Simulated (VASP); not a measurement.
Write the native input for VASP 6.6.1 that does the following.

```
Task                   : single point
Functional             : PBE
Potentials or basis    : VASP PAW PBE potentials, release 64 (Sn_d)
Cutoff                 : 520 eV
k mesh                 : 16 × 16 × 16
Occupations            : fermi-dirac, width 0.15 eV
Spin                   : no spin polarisation
Dipole correction      : no
Further INCAR settings : ALGO = Fast; EDIFF = 1e-06; NBANDS = 21
```

The structure of Sn lies in POSCAR:

```
Sn
1.0
   -2.9774207690      2.9774207690      1.6062381742
    2.9774207690     -2.9774207690      1.6062381742
    2.9774207690      2.9774207690     -1.6062381742
Sn
2
Direct
    0.0000000000      0.0000000000      0.0000000000
    0.7500000000      0.2500000000      0.5000000000
```

One way to write it, as run:

INCAR

```
SYSTEM = Sn
PREC = Accurate
ENCUT = 520
EDIFF = 1E-6
ISMEAR = -1
SIGMA = 0.15
LREAL = .False.
LASPH = .True.
NELM = 80
ALGO = Fast
ISIF = 2
LWAVE = .False.
LCHARG = .False.
GGA = PE
NBANDS = 21
```

KPOINTS

```
regular mesh
0
Gamma
  16 16 16
  0 0 0
```

Potentials or basis: VASP PAW PBE potentials, release 64 (Sn_d).

Command:

```sh
$ cat potpaw_PBE.64/Sn_d/POTCAR > POTCAR
$ mpirun -np 1 vasp_std > vasp.out
```

Results of the run:

| Item | Value |
| --- | --- |
| Pressure | -0.1 GPa |
| Band gap on the k mesh | zero (bands 14 and 15 overlap by 3.98 eV) |

Caveat: spin-orbit coupling is left out, which moves the levels of the heavy elements.

Wall time 9.1 min on 1 thread of Intel Xeon 8259CL, with other jobs on the host, peak memory 0.45 GiB.
